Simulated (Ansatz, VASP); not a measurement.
# One calculation of P, two programs

```xyz
4
Lattice="1.6582 -5.2420 0.0000 1.6582 5.2420 0.0000 0.0000 0.0000 4.3793" Properties=species:S:1:pos:R:3 pbc="T T T"
P     1.6582   -4.1766    0.3533
P     1.6582   -1.0654    2.5430
P     1.6582    4.1766    4.0260
P     1.6582    1.0654    1.8363
```

Alike in both runs: task relaxation of cell and atoms; functional PBE; dispersion D3(BJ); k mesh 12 × 12 × 8; occupations gaussian, width 0.01 eV; no spin polarisation.

|  | VASP | Ansatz |
| --- | --- | --- |
| version | VASP 6.6.1 | Ansatz 0.2.0 |
| potentials or method | VASP PAW PBE potentials, release 64 (P), cutoff 600 eV | scalar-relativistic, plane waves, PAW |
| valence electrons in the cell | 20 | 20 |

VASP gave:

| Property | Result |
| --- | --- |
| gap on the k mesh at the Fermi level, each at its own relaxed structure (eV) | none |
| relaxed volume (Å³/atom) | 17.67 |
| relaxed length of the cell vector where the two differ most in proportion (Å) | 4.184 |

Problem. What did Ansatz give for the same quantities?

Solution. gap on the k mesh at the Fermi level, each at its own relaxed structure (eV): none; relaxed volume (Å³/atom): 17.62; relaxed length of the cell vector where the two differ most in proportion (Å): 4.162.

A gap of «none» marks a metal or a gap that the smearing closes.
